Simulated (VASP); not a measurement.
A run of VASP 6.6.1 is set up as follows.

Contents of INCAR:

```
PREC = Accurate
ENCUT = 520
EDIFF = 1E-6
ISMEAR = -1
SIGMA = 0.05
LREAL = F
LASPH = T
NELM = 100
ALGO = Normal
ISIF = 2
LWAVE = F
LCHARG = F
GGA = PS
NBANDS = 12
```

The input KPOINTS:

```
Automatic mesh
0
Gamma
  12 12 12
```

The input POSCAR:

```
Zn
1.0
    0.0000000000      1.7938441630      1.7938441630
    1.7938441630      0.0000000000      1.7938441630
    1.7938441630      1.7938441630      0.0000000000
Zn
1
Direct
    0.0000000000      0.0000000000      0.0000000000
```

Potentials or basis: VASP PAW PBE potentials, release 64 (Zn).

Run with:

```bash
$ cat potpaw_PBE.64/Zn/POTCAR > POTCAR
$ mpirun -np 1 vasp_std > vasp.out
```

**Question.** What does it give for the band gap on the k mesh?

**Answer.** Zero (band 6 reaches 7.60 eV, above the bottom of band 7 at 4.31 eV).

**Question.** Predict the pressure.

**Answer.** 30.9 GPa.

Caveat: the PAW data sets were made with another functional, which shifts forces and pressure a little.
